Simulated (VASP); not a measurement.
Write the native input for VASP 6.6.1 that does the following.

| Quantity | Value |
| --- | --- |
| Task | single point |
| Functional | PBE |
| Potentials or basis | VASP PAW PBE potentials, release 64 (Al, Ni) |
| Cutoff | 520 eV |
| k mesh | 20 × 20 × 20 |
| Occupations | gaussian, width 0.15 eV |
| Spin | no spin polarisation |
| Dipole correction | no |
| Further INCAR settings | ALGO = Fast; EDIFF = 1e-07; NBANDS = 14 |

The structure of AlNi lies in POSCAR:

```
AlNi
1.0
    2.0428098070     -1.9662044392      0.0000000000
    2.0428098070      1.9662044392      0.0000000000
    0.0000000000      0.0000000000      2.9011416498
Al Ni
1 1
Direct
    0.0000000000      0.0000000000      0.0000000000
    0.5000000000      0.5000000000      0.5000000000
```

This cell differs from its parent crystal: strain -0.0375 x Voigt [0, 1, 0, 0, 0, 0].

These files were run (other wordings do the same):

INCAR

```
  ALGO = Fast
  EDIFF = 1E-7
  ENCUT = 520
  GGA = PE
  ISIF = 2
  ISMEAR = 0
  LASPH = T
  LCHARG = F
  LREAL = F
  LWAVE = F
  NBANDS = 14
  NELM = 80
  PREC = Accurate
  SIGMA = 0.15
```

KPOINTS

```
k-points
0
Gamma
  20 20 20
```

Potentials or basis: VASP PAW PBE potentials, release 64 (Al, Ni).

Run with:

```bash
$ cat potpaw_PBE.64/Al/POTCAR potpaw_PBE.64/Ni/POTCAR > POTCAR
$ mpirun -np 1 vasp_std > vasp.out
```

Results of the run:

```json
{
 "Pressure": "6.7 GPa",
 "Band gap on the k mesh": "zero (an odd number of electrons rules out a gap without spin polarisation)"
}
```

Caveat: the cell differs from its parent crystal (strain -0.0375 x Voigt [0, 1, 0, 0, 0, 0]); the stress differs along the axes, from 2 to 12 GPa.

It took 3.1 min on 1 thread of Intel(R) Xeon(R) Platinum 8488C (Sapphire Rapids) (shared host), peak memory 0.5 GiB.
